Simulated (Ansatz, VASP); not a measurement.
Two plane-wave programs on ZnAu

```
Zn Au
1.0
     3.12852    0.00000    0.00000
     0.00000    3.12852    0.00000
     0.00000    0.00000    3.12852
Zn Au
1 1
Direct
  0.50000 0.50000 0.50000
  0.00000 0.00000 0.00000
```

Alike in both runs: functional PBEsol; k mesh 13 × 13 × 13; occupations fermi-dirac, width 0.05 eV; no spin polarisation.

Ansatz relaxed the structure, and its values are those at the end. VASP's run is a single point on that final structure, the one shown.

```csv
,VASP,Ansatz
version,VASP 6.6.1,Ansatz 0.2.0
potentials or method,"VASP PAW PBE potentials, release 64 (Zn, Au)","PAW with Ansatz's default frozen-core files, scalar-relativistic"
plane-wave cutoff (eV),520,420
valence electrons in the cell,23,31
```

```tsv
	VASP	Ansatz	Ansatz less VASP
pressure (GPa)	0.1	0.0	-0.13
```

VASP's potentials were made for PBE, not for PBEsol. VASP's potentials hold 23 valence electrons a cell and Ansatz's 31, so a difference there can come from the potentials and not from the codes.

Spin-orbit coupling is off throughout.
